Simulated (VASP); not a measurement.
In3As, 4 atoms in the cell. Symmetry: P4/mmm, No. 123, tetragonal system. The conventional cell has a = 4.502 Å, b = 4.502 Å, c = 4.412 Å, α = 90.00°, β = 90.00°, γ = 90.00°. Within 4.1 Å of In (site symmetry mmm) lie 8 In at 3.15 to 3.18 Å and 4 As at 3.15 Å. In (site symmetry 4/mmm) has 8 In at 3.15 Å and 4 As at 3.18 Å within 4.1 Å. Within 4.1 Å of As (site symmetry 4/mmm) lie 12 In at 3.15 to 3.18 Å.  This cell differs from its parent crystal: strain -0.0200 x Voigt [0, 1, 0, 0, 0, 0].

| Quantity | Value |
| --- | --- |
| Program | VASP 6.6.1 |
| Task | single point |
| Functional | PBEsol |
| Dispersion | D3(BJ) |
| Potentials or basis | VASP PAW PBE potentials, release 64 (In_d, As) |
| Cutoff | 520 eV |
| k mesh | 10 × 10 × 10 |
| Occupations | gaussian, width 0.15 eV |
| Spin | no spin polarisation |
| Dipole correction | no |
| Further INCAR settings | ALGO = Fast; EDIFF = 1e-07; NBANDS = 30 |

Potentials or basis: VASP PAW PBE potentials, release 64 (In_d, As).

Command:

```bash
$ cat potpaw_PBE.64/In_d/POTCAR potpaw_PBE.64/As/POTCAR > POTCAR
$ mpirun -np 1 vasp_std > vasp.out
```

Hardware: 1 thread of Intel(R) Xeon(R) 6975P-C (Granite Rapids), on a shared host.

Question: Estimate the wall time of this run.

Answer: Wall time 3.1 min on 1 thread of Intel(R) Xeon(R) 6975P-C (Granite Rapids), on a shared host, peak memory 0.41 GiB. Counts: scf iterations 20, k points 126.
